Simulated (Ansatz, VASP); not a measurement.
## Al4GeRu: VASP beside Ansatz

Contents of INCAR:

```
SYSTEM = Al4GeRu
ALGO     = Normal         ! electronic algorithm
EDIFF    = 1E-6           ! SCF threshold, eV
EDIFFG   = -0.04          ! ionic threshold
ENCUT    = 600            ! plane-wave cutoff, eV
GGA      = PE             ! functional
IBRION   = 2              ! ionic algorithm
ISIF     = 3              ! what is computed and relaxed
ISMEAR   = 0              ! smearing method
LASPH    = .True.         ! aspherical terms in the spheres
LCHARG   = .False.        ! write CHGCAR
LREAL    = .False.        ! projectors in reciprocal space
LWAVE    = .False.        ! write WAVECAR
NELM     = 60             ! most SCF steps
NSW      = 90             ! ionic steps
PREC     = Accurate       ! precision mode
SIGMA    = 0.1            ! smearing width, eV
```

The input KPOINTS:

```
k-points
0
Gamma
  4 4 4
  0 0 0
```

The input POSCAR:

```
Al4GeRu
1.0
    0.0000000000      3.7466377800      3.7466377800
    3.7466377800      0.0000000000      3.7466377800
    3.7466377800      3.7466377800      0.0000000000
Al Ge Ru
4 1 1
Direct
    0.8760569700      0.3746476800      0.3746476800
    0.3746476800      0.3746476800      0.3746476800
    0.3746476800      0.8760569700      0.3746476800
    0.3746476800      0.3746476800      0.8760569700
    0.0000000000      0.0000000000      0.0000000000
    0.7500000000      0.7500000000      0.7500000000
```

Input for Ansatz:

```yaml
crystal:
  lattice:
    - [0.0, 3.74663778, 3.74663778]
    - [3.74663778, 0.0, 3.74663778]
    - [3.74663778, 3.74663778, 0.0]
  atoms:
    - { symbol: Al, position: [0.87605697, 0.37464768, 0.37464768] }
    - { symbol: Al, position: [0.37464768, 0.37464768, 0.37464768] }
    - { symbol: Al, position: [0.37464768, 0.87605697, 0.37464768] }
    - { symbol: Al, position: [0.37464768, 0.37464768, 0.87605697] }
    - { symbol: Ge, position: [0.0, 0.0, 0.0] }
    - { symbol: Ru, position: [0.75, 0.75, 0.75] }
basis:
  ecutwfc: 420
kpoints:
  mp_grid: { grid: [4, 4, 4] }
hamiltonian:
  xc: pbe
scf:
  occupations: { method: gaussian, width: 0.1 }
  lower_state_search: "off"
output:
  forces: true
  stress: true
  eigenvalues: true
relax:
  adjacent_minimum: "off"
  f_tol: 0.04
  max_steps: 70
  cell: { stress_tol: 0.4 }
```

Change from the starting cell: species swapped into the CaDyAl4 type (F-43m, No. 216).

Alike in both runs: task relaxation of cell and atoms; functional PBE; k mesh 4 × 4 × 4; occupations gaussian, width 0.1 eV; no spin polarisation.

```csv
,VASP,Ansatz
version,VASP 6.6.1,Ansatz 0.2.0
potentials or method,"VASP PAW PBE potentials, release 64 (Al, Ge_d, Ru_pv), cutoff 600 eV","scalar-relativistic, plane waves, PAW"
valence electrons in the cell,40,42
```

```tsv
	VASP	Ansatz	Ansatz less VASP
gap on the k mesh at the Fermi level, each at its own relaxed structure (eV)	none	none	-
relaxed volume (Å³/atom)	16.05	16.09	+0.039
relaxed cell length with the largest relative difference (Å)	5.145	5.150	+0.0041
```

A gap of «none» marks a metal or a gap that the smearing closes. VASP's potentials hold 40 valence electrons a cell and Ansatz's 42, so a difference there can come from the potentials and not from the codes.

The k mesh is coarse, so the values compare programs but aren't converged.
